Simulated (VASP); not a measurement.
# CdO (Fm-3m) in VASP: further runs

The runs below take CdO through single point, with BLYP+D3(BJ), revPBE.

All numbers are computed with VASP 6.6.1; they aren't measurements. Logs are shortened: lines on timing, memory, paths and dates and some standing lists are left out, and cuts for length are marked.

### Step 1. The cell of the first run

It takes space group Fm-3m (No. 225, cubic). Conventional cell: a = 4.635 Å, b = 4.635 Å, c = 4.635 Å, α = 90.00°, β = 90.00°, γ = 90.00°. Cd (site symmetry m-3m) has 6 O at 2.32 Å within 3.1 Å. Within 3.1 Å of O (site symmetry m-3m) lie 6 Cd at 2.32 Å.

### Step 2. Single point, BLYP+D3(BJ)

INCAR

```
SYSTEM = CdO
PREC = Accurate
ENCUT = 700
EDIFF = 1E-6
ISMEAR = -1
SIGMA = 0.05
LREAL = .FALSE.
LASPH = .TRUE.
NELM = 120
ALGO = Normal
ISIF = 2
LWAVE = .FALSE.
LCHARG = .TRUE.
GGA = B5
ALDAX = 1.0
AGGAX = 1.0
AGGAC = 1.0
ALDAC = 0.0
IVDW = 12
VDW_S6 = 1.0
VDW_S8 = 2.6996
VDW_A1 = 0.4298
VDW_A2 = 4.2359
LELF = .TRUE.
LVHAR = .TRUE.
NBANDS = 20
GGA_COMPAT = .FALSE.
```

KPOINTS

```
regular mesh
0
G
  10 10 10
  0 0 0
```

POSCAR

```
CdO
1.0
    0.0000000000      2.3177461075      2.3177461075
    2.3177461075      0.0000000000      2.3177461075
    2.3177461075      2.3177461075      0.0000000000
Cd O
1 1
Direct
    0.0000000000      0.0000000000      0.0000000000
    0.5000000000      0.5000000000      0.5000000000
```

Potentials or basis: VASP PAW PBE potentials, release 64 (Cd_sv_GW, O).

Command:

```console
$ cat potpaw_PBE.64/Cd_sv_GW/POTCAR potpaw_PBE.64/O/POTCAR > POTCAR
$ mpirun -np 1 vasp_std > vasp.out
```

OUTCAR:

```text
SYSTEM = CdO
   PREC = Accurate
   ENCUT = 700
   EDIFF = 1E-6
   ISMEAR = -1
   LREAL = .FALSE.
   LASPH = .TRUE.
   NELM = 120
   ISIF = 2
   GGA = B5
   IVDW = 12
 IVDW          = 12

 ion  position               nearest neighbor table
   1  0.000  0.000  0.000-
   2  0.500  0.500  0.500-

  LATTYP: Found a face centered cubic cell.
 ALAT       =     4.6354922150

  Lattice vectors:

 A1 = (   0.0000000000,   2.3177461075,   2.3177461075)
 A2 = (   2.3177461075,   0.0000000000,   2.3177461075)
 A3 = (   2.3177461075,   2.3177461075,   0.0000000000)

Analysis of symmetry for initial positions (statically):
=====================================================================
 Subroutine PRICEL returns:
 Original cell was already a primitive cell.

 Routine SETGRP: Setting up the symmetry group for a
 face centered cubic supercell.

 Subroutine GETGRP returns: Found 48 space group operations
 (whereof 48 operations were pure point group operations)
 out of a pool of 48 trial point group operations.

The static configuration has the point symmetry O_h .

Analysis of symmetry for dynamics (positions and initial velocities):
=====================================================================
 Subroutine PRICEL returns:
 Original cell was already a primitive cell.

 Routine SETGRP: Setting up the symmetry group for a
 face centered cubic supercell.

 Subroutine GETGRP returns: Found 48 space group operations
 (whereof 48 operations were pure point group operations)
 out of a pool of 48 trial point group operations.

The dynamic configuration has the point symmetry O_h .

 Subroutine INISYM returns: Found 48 space group operations
 (whereof 48 operations are pure point group operations),
 and found     1 'primitive' translations

----------------------------------------------------------------------------------------

                                     Primitive cell

  volume of cell :      24.9016

  direct lattice vectors                    reciprocal lattice vectors
     0.000000000  2.317746108  2.317746108    -0.215726821  0.215726821  0.215726821
     2.317746108  0.000000000  2.317746108     0.215726821 -0.215726821  0.215726821
     2.317746108  2.317746108  0.000000000     0.215726821  0.215726821 -0.215726821

  length of vectors
     3.277787979  3.277787979  3.277787979     0.373649815  0.373649815  0.373649815

  position of ions in fractional coordinates (direct lattice)
     0.000000000  0.000000000  0.000000000
     0.500000000  0.500000000  0.500000000

  ion indices of the primitive-cell ions
   primitive index   ion index
                 1           1
                 2           2

----------------------------------------------------------------------------------------

 KPOINTS: regular mesh

Automatic generation of k-mesh.
 Grid dimensions read from file:
 generate k-points for:   10   10   10

 Generating k-lattice:

  Cartesian coordinates                     Fractional coordinates (reciprocal lattice)
    -0.021572682  0.021572682  0.021572682     0.100000000  0.000000000  0.000000000
     0.021572682 -0.021572682  0.021572682     0.000000000  0.100000000  0.000000000
     0.021572682  0.021572682 -0.021572682     0.000000000  0.000000000  0.100000000

  Length of vectors
     0.037364981  0.037364981  0.037364981

  Shift w.r.t. Gamma in fractional coordinates (k-lattice)
     0.000000000  0.000000000  0.000000000

 Subroutine IBZKPT returns following result:
 ===========================================

 Found     47 irreducible k-points:

 Following reciprocal coordinates:
            Coordinates               Weight
  0.000000  0.000000  0.000000      1.000000
  0.100000  0.000000  0.000000      8.000000
  0.200000  0.000000  0.000000      8.000000
  0.300000  0.000000  0.000000      8.000000
  0.400000  0.000000  0.000000      8.000000
  0.500000  0.000000  0.000000      4.000000
[... 16 lines left out ...]
  0.300000  0.300000  0.000000      6.000000
  0.400000  0.300000  0.000000     24.000000
 [... further k-points ...]
   k-points           NKPTS =     47   k-points in BZ     NKDIM =     47   number of bands    NBANDS=     20
   number of dos      NEDOS =    301   number of ions     NIONS =      2
   total plane-waves  NPLWV =  21952
   dimension x,y,z NGX =    28 NGY =   28 NGZ =   28
   dimension x,y,z NGXF=    56 NGYF=   56 NGZF=   56
   ions per type =               1   1
   NGX,Y,Z   is equivalent  to a cutoff of  14.20, 14.20, 14.20 a.u.
   NGXF,Y,Z  is equivalent  to a cutoff of  28.40, 28.40, 28.40 a.u.
 SYSTEM =  CdO
   PREC   = accura    normal or accurate (medium, high low for compatibility)
   ISTART =      0    job   : 0-new  1-cont  2-samecut
   ICHARG =      2    charge: 1-file 2-atom 10-const
   ISPIN  =      1    spin polarized calculation?
   LNONCOLLINEAR =      F non collinear calculations
   LSORBIT =      F    spin-orbit coupling
   LASPH  =      T    aspherical Exc in radial PAW
   ENCUT  =  700.0 eV  51.45 Ry    7.17 a.u.   7.07  7.07  7.07*2*pi/ulx,y,z
   NELM   =    120;   NELMIN=  2; NELMDL= -5     # of ELM steps
   EDIFF  = 0.1E-05   stopping-criterion for ELM
   LREAL  =      F    real-space projection
   EDIFFG = 0.1E-04   stopping-criterion for IOM
   NSW    =      0    number of steps for IOM
   IBRION =     -1    ionic relax: 0-MD 1-quasi-New 2-CG
   NFREE  =      0    steps in history (QN), initial steepest desc. (CG)
   ISIF   =      2    stress and relaxation
   ISYM   =      2    0-nonsym 1-usesym 2-fastsym
   POTIM  = 0.5000    time-step for ionic-motion
   TEBEG  =    0.0;   TEEND  =   0.0 temperature during run
   PSTRESS=    0.0 pullay stress
   NELECT =      26.0000    total number of electrons
   NUPDOWN=      -1.0000    fix difference up-down
   EMIN   =  10.00;   EMAX   =-10.00  energy-range for DOS
   EFERMI =   0.00;   METHOD = LEGACY
   ISMEAR =    -1;   SIGMA  =   0.05  broadening in eV -4-tet -1-fermi 0-gaus
   EFERMI_NEDOS =   21; number of points for ismear=-14 and -15
   IALGO  =     38    algorithm
   IMIX   =      4    mixing-type and parameters
     AMIX     =   0.40;   BMIX     =  1.00
     AMIX_MAG =   1.60;   BMIX_MAG =  1.00
  volume/ion in A,a.u.               =      12.45        84.02
  Fermi-wavevector in a.u.,A,eV,Ry     =   1.660823  3.138501 37.529412  2.758334
  Thomas-Fermi vector in A             =   2.747993
   LORBIT       =      0    0 simple, 1 ext, 2 COOP (PROOUT), +10 PAW based schemes
   GGA     = B5    functional components
   LHFCALC =     F    Hartree Fock is set to
   AEXX    =    0.0000 exact exchange contribution
   IVDW    =    12    specifies the selected vdW correction
   LEPSILON=     F    determine dielectric tensor
   LRPA    =     F    only Hartree local field effects (RPA)
 non-spin polarized calculation
  energy-cutoff  :      700.00
  volume of cell :       24.90
 maximum number of plane-waves:      1067
   NGX = 15   NGY = 15   NGZ = 15

 number of electron      25.9999992 magnetization

 Free energy of the ion-electron system (eV)
  ---------------------------------------------------
  ext. energy  EPLUGINS =         0.00000000
  ---------------------------------------------------
  free energy    TOTEN  =        -6.88801030 eV

  energy without entropy =       -6.88748607  energy(sigma->0) =       -6.88774819

 E-fermi :   6.0498     XC(G=0): -11.6190

 val. band max:        5.8900977555   @ k =   0.5000   0.0000   0.0000
 cond. band min:       6.6781903298   @ k =   0.1000   0.0000   0.0000
 fundamental gap:      0.7880925743
 Fermi energy:         6.0497584201

 k-point     1 :       0.0000    0.0000    0.0000
  band No.  band energies     occupation
      1     -94.2539      2.00000
      2     -55.5504      2.00000
      3     -55.5504      2.00000
      4     -55.5504      2.00000
      5     -11.6682      2.00000
      6      -0.9701      2.00000
[... 12 lines left out ...]
     19      24.5655      0.00000
     20      24.5655      0.00000

 k-point     2 :       0.1000    0.0000    0.0000
  band No.  band energies     occupation
      1     -94.2538      2.00000
      2     -55.5523      2.00000
      3     -55.5507      2.00000
      4     -55.5507      2.00000
      5     -11.5930      2.00000
      6      -1.0150      2.00000
[... 12 lines left out ...]
     19      24.8940      0.00000
     20      24.8940      0.00000

 k-point     3 :       0.2000    0.0000    0.0000
  band No.  band energies     occupation
      1     -94.2534      2.00000
      2     -55.5575      2.00000
      3     -55.5515      2.00000
      4     -55.5515      2.00000
      5     -11.3891      2.00000
      6      -1.1844      2.00000
[... 12 lines left out ...]
     19      25.5164      0.00000
     20      25.5164      0.00000

 k-point     4 :       0.3000    0.0000    0.0000
  band No.  band energies     occupation
      1     -94.2531      2.00000
      2     -55.5639      2.00000
      3     -55.5524      2.00000
      4     -55.5524      2.00000
      5     -11.1209      2.00000
      6      -1.5090      2.00000
[... 12 lines left out ...]
     19      26.4314      0.00000
     20      26.4314      0.00000

 k-point     5 :       0.4000    0.0000    0.0000
  band No.  band energies     occupation
      1     -94.2527      2.00000
      2     -55.5690      2.00000
      3     -55.5532      2.00000
      4     -55.5532      2.00000
      5     -10.8881      2.00000
      6      -1.8586      2.00000
[... 12 lines left out ...]
     19      27.6189      0.00000
     20      27.6299      0.00000
[... 353 lines left out ...]
      6      -1.6674      2.00000
[... 12 lines left out ...]
     19      26.2317      0.00000
     20      26.8854      0.00000

 k-point    22 :      -0.2000    0.2000    0.0000
  band No.  band energies     occupation
      1     -94.2529      2.00000
      2     -55.5629      2.00000
      3     -55.5564      2.00000
      4     -55.5524      2.00000
      5     -11.0796      2.00000
      6      -1.5011      2.00000
[... 12 lines left out ...]
     19      25.7539      0.00000
     20      27.4221      0.00000

 k-point    23 :       0.3000    0.3000    0.0000
  band No.  band energies     occupation
      1     -94.2527      2.00000
      2     -55.5631      2.00000
      3     -55.5557      2.00000
      4     -55.5557      2.00000
      5     -11.1232      2.00000
      6      -1.2931      2.00000
[... 12 lines left out ...]
     19      30.2592      0.00000
     20      30.5370      0.00000

 k-point    24 :       0.4000    0.3000    0.0000
  band No.  band energies     occupation
      1     -94.2525      2.00000
      2     -55.5659      2.00000
      3     -55.5572      2.00000
      4     -55.5567      2.00000
      5     -11.0245      2.00000
      6      -1.3524      2.00000
[... 12 lines left out ...]
     19      29.9731      0.00000
     20      30.0858      0.00000

 [... further k-points ...]

------------------------ aborting loop because EDIFF is reached ----------------------------------------

 Edisp (eV)   -1.34907

 E8    (eV) :    -0.9538

  FORCE on cell =-STRESS in cart. coord.  units (eV):
  Direction    XX          YY          ZZ          XY          YZ          ZX
  --------------------------------------------------------------------------------------
  -------------------------------------------------------------------------------------
  Total       1.66613     1.66613     1.66613    -0.00000     0.00000    -0.00000
  in kB     107.19923   107.19923   107.19923    -0.00000     0.00000    -0.00000
  external pressure =      107.20 kB  Pullay stress =        0.00 kB

 VOLUME and BASIS-vectors are now :
 -----------------------------------------------------------------------------
  energy-cutoff  :      700.00
  volume of cell :       24.90
      direct lattice vectors                 reciprocal lattice vectors
     0.000000000  2.317746108  2.317746108    -0.215726821  0.215726821  0.215726821
     2.317746108  0.000000000  2.317746108     0.215726821 -0.215726821  0.215726821
     2.317746108  2.317746108  0.000000000     0.215726821  0.215726821 -0.215726821

 POSITION                                       TOTAL-FORCE (eV/Angst)
 -----------------------------------------------------------------------------------
      0.00000      0.00000      0.00000        -0.000000      0.000000     -0.000000
      2.31775      2.31775      2.31775         0.000000     -0.000000      0.000000
 -----------------------------------------------------------------------------------
    total drift:                                0.000000      0.000000      0.000000

  FREE ENERGIE OF THE ION-ELECTRON SYSTEM (eV)
  ---------------------------------------------------
  free  energy   TOTEN  =        -8.2370797792 eV

  energy  without entropy=       -8.2365555504  energy(sigma->0) =       -8.23681766
```

Wall time 58 s (1 thread of AMD EPYC 7R43 (Zen 3), shared host); peak memory 0.17 GiB.

What came out:

```yaml
Free_energy: -8.2371 eV
Pressure: 10.7 GPa
Band_gap_on_the_k_mesh: zero (bands 13 and 14 overlap by 0.16 eV)
Dispersion_energy_per_atom: -0.675 eV
```

Levels at points of the mesh, in eV from the Fermi level:
| k point | band 9 | band 10 | band 11 | band 12 | band 13 | band 14 | band 15 | band 16 | band 17 | band 18 |
| --- | --- | --- | --- | --- | --- | --- | --- | --- | --- | --- |
| (0.00, 0.00, 0.00) | -6.69 | -6.69 | -1.67 | -1.67 | -1.67 | -0.32 | 14.92 | 17.43 | 17.43 | 17.43 |
| (0.50, 0.00, 0.00) | -6.42 | -6.42 | -4.06 | -0.16 | -0.16 | 4.58 | 7.45 | 12.00 | 12.00 | 18.42 |
| (0.50, 0.50, 0.00) | -6.27 | -5.88 | -4.66 | -2.65 | -2.65 | 3.89 | 8.72 | 11.67 | 13.55 | 13.55 |

Caveat: the cell stands under pressure; semilocal functionals underestimate gaps, and a narrow one can read as zero; the PAW data sets were made with another functional, which shifts forces and pressure a little.

### Step 3. Single point, BLYP+D3(BJ)

This run uses another cell than the first one, of 12.71 Å³/atom.

INCAR

```
AGGAC = 1.0 ; AGGAX = 1.0
ALDAC = 0.0 ; ALDAX = 1.0
ALGO = Normal ; EDIFF = 1E-6
ENCUT = 700 ; GGA = B5
GGA_COMPAT = False ; ISIF = 2
ISMEAR = -1 ; IVDW = 12
LASPH = True ; LCHARG = True
LELF = True ; LREAL = False
LVHAR = True ; LWAVE = False
NBANDS = 20 ; NELM = 120
PREC = Accurate ; SIGMA = 0.05
VDW_A1 = 0.4298 ; VDW_A2 = 4.2359
VDW_S6 = 1.0 ; VDW_S8 = 2.6996
```

KPOINTS

```
k-points
0
Gamma
  10 10 10
```

POSCAR

```
CdO
1.0
    0.0000000000      2.3337310685      2.3337310685
    2.3337310685      0.0000000000      2.3337310685
    2.3337310685      2.3337310685      0.0000000000
Cd O
1 1
Direct
    0.0000000000      0.0000000000      0.0000000000
    0.5000000000      0.5000000000      0.5000000000
```

Potentials or basis: VASP PAW PBE potentials, release 64 (Cd_sv_GW, O).

Command:

```console
$ cat potpaw_PBE.64/Cd_sv_GW/POTCAR potpaw_PBE.64/O/POTCAR > POTCAR
$ mpirun -np 1 vasp_std > vasp.out
```

It took 50 s on 1 thread of Intel Xeon Platinum 8259CL at 2.50GHz (Skylake/Cascade Lake), shared host; peak memory 0.2 GiB.

The run converged. Its results:

| Property | Result |
| --- | --- |
| Free energy | -8.2670 eV |
| Pressure | 7.1 GPa |
| Band gap on the k mesh | zero (bands 13 and 14 overlap by 0.21 eV) |
| Dispersion energy per atom | -0.661 eV |

Levels at points of the mesh, in eV from the Fermi level:
| k point | band 9 | band 10 | band 11 | band 12 | band 13 | band 14 | band 15 | band 16 | band 17 | band 18 |
| --- | --- | --- | --- | --- | --- | --- | --- | --- | --- | --- |
| (0.00, 0.00, 0.00) | -6.66 | -6.66 | -1.59 | -1.59 | -1.59 | -0.37 | 14.92 | 17.28 | 17.28 | 17.28 |
| (0.50, 0.00, 0.00) | -6.41 | -6.41 | -4.02 | -0.16 | -0.16 | 4.57 | 7.30 | 11.89 | 11.89 | 18.20 |
| (0.50, 0.50, 0.00) | -6.26 | -5.90 | -4.51 | -2.55 | -2.55 | 3.79 | 8.63 | 11.59 | 13.37 | 13.37 |

Caveat: the cell stands under pressure; semilocal functionals underestimate gaps, and a narrow one can read as zero; the PAW data sets were made with another functional, which shifts forces and pressure a little.

### Step 4. Single point, revPBE

This run uses another cell than the first one, of 12.71 Å³/atom.

INCAR

```
SYSTEM = CdO
PREC = Accurate
ENCUT = 700
EDIFF = 1E-6
ISMEAR = -1
SIGMA = 0.05
LREAL = .False.
LASPH = .True.
NELM = 120
ALGO = Normal
ISIF = 2
LWAVE = .False.
LCHARG = .True.
GGA = RE
LELF = .True.
LVHAR = .True.
NBANDS = 20
GGA_COMPAT = .False.
```

KPOINTS

```
Automatic mesh
0
Gamma
  10 10 10
  0 0 0
```

POSCAR is that of step 3.

Command:

```console
$ cat potpaw_PBE.64/Cd_sv_GW/POTCAR potpaw_PBE.64/O/POTCAR > POTCAR
$ mpirun -np 1 vasp_std > vasp.out
```

Run time: 24 s. Hardware: 1 thread of Intel Xeon Platinum 8488C (Sapphire Rapids), shared host; peak memory 0.19 GiB.

It converged, with:

```yaml
Free_energy: -7.0628 eV
Pressure: 12.5 GPa
Band_gap_on_the_k_mesh: zero (bands 13 and 14 overlap by 0.31 eV)
```

Levels at points of the mesh, in eV from the Fermi level:
```csv
k point,band 10,band 11,band 12,band 13,band 14,band 15,band 16,band 17
"(0.00, 0.00, 0.00)",-6.61,-1.59,-1.59,-1.59,-0.48,14.45,17.06,17.06
"(0.50, 0.00, 0.00)",-6.36,-4.01,-0.16,-0.16,4.36,7.38,11.91,11.91
"(0.50, 0.50, 0.00)",-5.87,-4.59,-2.56,-2.56,3.92,8.52,11.19,13.42
```

Caveat: the cell stands under pressure; semilocal functionals underestimate gaps, and a narrow one can read as zero; the PAW data sets were made with another functional, which shifts forces and pressure a little.

### Step 5. Overview

```tsv
level	cell	gap on the mesh (eV)	pressure (GPa)
BLYP+D3(BJ)	a = 3.278 Å, angles 60.0°, 2 atoms	none	10.7
BLYP+D3(BJ)	a = 3.300 Å, angles 60.0°, 2 atoms	none	7.1
revPBE	a = 3.300 Å, angles 60.0°, 2 atoms	none	12.5
```

Alike in all rows: task single point; potentials or basis VASP PAW PBE potentials, release 64 (Cd_sv_GW, O); no spin polarisation; k mesh 10 × 10 × 10; cutoff (eV) 700; smearing fermi-dirac 0.05 eV.

Caveats: the cell stands under pressure; semilocal functionals underestimate gaps, and a narrow one can read as zero; the PAW data sets were made with another functional, which shifts forces and pressure a little.

Total energies depend on the potentials used, so only differences within one code and one set of settings carry meaning.

The gap in the log of VASP goes by the Fermi energy; the results here count the filled bands.